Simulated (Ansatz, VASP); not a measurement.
## Two plane-wave programs on InSb

```
In Sb
1.0
     0.00000    3.26049    3.26049
     3.26049    0.00000    3.26049
     3.26049    3.26049    0.00000
In Sb
1 1
Direct
  0.00000 0.00000 0.00000
  0.25000 0.25000 0.25000
```

Alike in both runs: task single point; functional PBEsol; k mesh 8 × 8 × 8; occupations gaussian, width 0.1 eV; no spin polarisation.

|  | VASP | Ansatz |
| --- | --- | --- |
| version | VASP 6.6.1 | Ansatz 0.2.0 |
| potentials or method | VASP PAW PBE potentials, release 64 (In_d, Sb), cutoff 520 eV | plane-wave PAW, scalar-relativistic |
| valence electrons in the cell | 18 | 28 |

|  | VASP | Ansatz | Ansatz less VASP |
| --- | --- | --- | --- |
| pressure (GPa) | 0.0 | 0.0 | -0.01 |

VASP's potentials were made for PBE, not for PBEsol, and Ansatz warns of the same on its side. VASP's potentials hold 18 valence electrons a cell and Ansatz's 28, so a difference there can come from the potentials and not from the codes.

Spin-orbit coupling is off throughout.
